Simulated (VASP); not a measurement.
Write the native input for VASP 6.6.1 that does the following.

```
Task                   : single point
Functional             : PBEsol
Potentials or basis    : VASP PAW PBE potentials, release 64 (Be, Te)
Cutoff                 : 600 eV
k mesh                 : 6 × 6 × 6
Occupations            : gaussian, width 0.1 eV
Spin                   : no spin polarisation
Dipole correction      : no
Further INCAR settings : ALGO = Normal; EDIFF = 1e-06; NBANDS = 11
```

The structure of BeTe (fa.b) lies in POSCAR:

```
BeTe
1.0
    0.0000000000      2.8100000000      2.8100000000
    2.8100000000      0.0000000000      2.8100000000
    2.8100000000      2.8100000000      0.0000000000
Be Te
1 1
Direct
    0.0000000000      0.0000000000      0.0000000000
    0.2500000000      0.2500000000      0.2500000000
```

One way to write it, as run:

INCAR

```
SYSTEM = BeTe
ALGO = Normal ; EDIFF = 1E-6
ENCUT = 600 ; GGA = PS
GGA_COMPAT = .False. ; ISIF = 2
ISMEAR = 0 ; LASPH = .True.
LCHARG = .False. ; LREAL = .False.
LWAVE = .False. ; NBANDS = 11
NELM = 120 ; PREC = Accurate
SIGMA = 0.1
```

KPOINTS

```
k-points
0
Gamma
  6 6 6
  0 0 0
```

Potentials or basis: VASP PAW PBE potentials, release 64 (Be, Te).

Launch:

```bash
$ cat potpaw_PBE.64/Be/POTCAR potpaw_PBE.64/Te/POTCAR > POTCAR
$ mpirun -np 1 vasp_std > vasp.out
```

Results of the run:

- Pressure: -0.2 GPa
- Band gap on the k mesh: 1.84 eV, indirect (least direct gap 3.59 eV)

Caveat: the PAW data sets were made with another functional, which shifts forces and pressure a little; spin-orbit coupling is left out, which moves the levels of the heavy elements.

It took 4 s on 1 thread of Intel(R) Xeon(R) 6975P-C (Granite Rapids) (shared host), peak memory 0.17 GiB.
